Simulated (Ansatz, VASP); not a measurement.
# SrVO3 in VASP and in Ansatz

File INCAR:

```
SYSTEM = SrVO3
PREC     = Accurate       ! precision mode
ENCUT    = 520            ! plane-wave cutoff, eV
EDIFF    = 1E-7           ! SCF threshold, eV
ISMEAR   = -1             ! smearing method
SIGMA    = 0.05           ! smearing width, eV
LREAL    = .False.        ! projectors in reciprocal space
LASPH    = .True.         ! aspherical terms in the spheres
NELM     = 150            ! most SCF steps
ALGO     = Normal         ! electronic algorithm
ISIF     = 2              ! what is computed and relaxed
LWAVE    = .False.        ! write WAVECAR
LCHARG   = .False.        ! write CHGCAR
ISPIN    = 2              ! spin polarisation
MAGMOM   = 0 2 0 0 0      ! initial moments
LORBIT   = 11             ! projections on sites
LMAXMIX  = 4              ! l up to which the mixer works
GGA      = PE             ! functional
NBANDS   = 32             ! bands
```

The input KPOINTS:

```
Automatic mesh
0
Gamma
  6 6 6
  0 0 0
```

File POSCAR:

```
SrVO3
1.0
    3.8409000000      0.0000000000      0.0000000000
    0.0000000000      3.8409000000      0.0000000000
    0.0000000000      0.0000000000      3.9177180000
Sr V O
1 1 3
Direct
    0.5000000000      0.5000000000      0.5000000000
    0.0000000000      0.0000000000      0.0000000000
    0.0000000000      0.0000000000      0.5000000000
    0.0000000000      0.5000000000      0.0000000000
    0.5000000000      0.0000000000      0.0000000000
```

The input input.yaml:

```yaml
crystal:
  lattice:
    - [3.8409, 0.0, 0.0]
    - [0.0, 3.8409, 0.0]
    - [0.0, 0.0, 3.917718]
  atoms:
    - { symbol: Sr, position: [0.5, 0.5, 0.5] }
    - { symbol: V, position: [0.0, 0.0, 0.0], spin: 2.0 }
    - { symbol: O, position: [0.0, 0.0, 0.5] }
    - { symbol: O, position: [0.0, 0.5, 0.0] }
    - { symbol: O, position: [0.5, 0.0, 0.0] }
hamiltonian:
  xc: pbe
  pseudopotentials: { kind: paw }
magnetization:
  spin_polarized: true
kpoints:
  mp_grid: { grid: [6, 6, 6] }
scf:
  occupations: { method: fermi_dirac, width: 0.05 }
output:
  forces: true
  stress: true
  eigenvalues: true
```

Alike in both runs: task single point; functional PBE; k mesh 6 × 6 × 6; occupations fermi-dirac, width 0.05 eV; collinear spin.

|  | VASP | Ansatz |
| --- | --- | --- |
| version | VASP 6.6.1 | Ansatz 0.2.0 |
| potentials or method | VASP PAW PBE potentials, release 64 (Sr_sv, V_sv, O) | Ansatz PAW |
| plane-wave cutoff (eV) | 520 | 420 |
| valence electrons in the cell | 41 | 41 |

```tsv
	VASP	Ansatz	Ansatz less VASP
gap on the k mesh at the Fermi level (eV)	none	none	-
pressure (GPa)	0.1	-0.7	-0.84
traceless stress, the component that is largest in VASP (GPa)	-2.61	-2.55	+0.062
net moment per atom (μB)	0.10	0.10	0.000
size of the moment on the site where the two differ most (μB)	0.47	0.37	-0.092
```

Site moments also hang on the region over which each program counts them. A gap of «none» marks a metal or a gap that the smearing closes. With one functional, cell and mesh, what is left measures potentials, basis and numerics.
